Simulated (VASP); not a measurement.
The system is MgS.

```
CELL_PARAMETERS angstrom
4.01400 0.00000 0.00000
-2.00700 3.47623 0.00000
0.00000 0.00000 6.58519
ATOMIC_POSITIONS crystal
Mg 0.33333 0.66667 0.00034
Mg 0.66667 0.33333 0.50034
S 0.33333 0.66667 0.37466
S 0.66667 0.33333 0.87466
```

| Quantity | Value |
| --- | --- |
| Program | VASP 6.6.1 |
| Task | relaxation of cell and atoms |
| Functional | r2SCAN |
| Potentials or basis | VASP PAW PBE potentials, release 64 (Mg, S) |
| Cutoff | 600 eV |
| k mesh | 6 × 6 × 4 |
| Occupations | gaussian, width 0.02 eV |
| Spin | no spin polarisation |

At the start: pressure -1.0 GPa; volume 22.97 Å³/atom.

Task: How do energy, volume and symmetry change on relaxing?

Result: Over 8 steps the energy falls by 2.6 meV/atom and the volume is 22.58 Å³/atom (-1.7 %); space group P6_3mc (No. 186, to 0.05 Å).

The path:
| step | energy change (eV) | largest force (eV/Å) | pressure (GPa) | volume (Å³) |
| --- | --- | --- | --- | --- |
| 1 | 0.0000 | 0.0530 | -0.98 | 91.89 |
| 2 | -0.0065 | 0.0674 | 0.23 | 90.04 |
| 3 | -0.0065 | 0.0662 | 0.15 | 90.16 |
| 4 | -0.0080 | 0.0555 | 0.11 | 90.21 |
| 5 | -0.0103 | 0.0260 | 0.00 | 90.36 |
| 6 | -0.0104 | 0.0183 | -0.04 | 90.40 |
| 7 | -0.0104 | 0.0140 | 0.04 | 90.28 |
| 8 | -0.0105 | 0.0000 | 0.00 | 90.33 |

Final structure:
```xyz
4
Lattice="4.0220 0.0000 0.0000 -2.0110 3.4831 0.0000 0.0000 0.0000 6.4480" Properties=species:S:1:pos:R:3 pbc="T T T"
Mg    0.0000    2.3221    6.4299
Mg    2.0110    1.1610    3.2059
S     0.0000    2.3221    2.4361
S     2.0110    1.1610    5.6601
```

Caveat: the PAW data sets were made with another functional, which shifts forces and pressure a little.
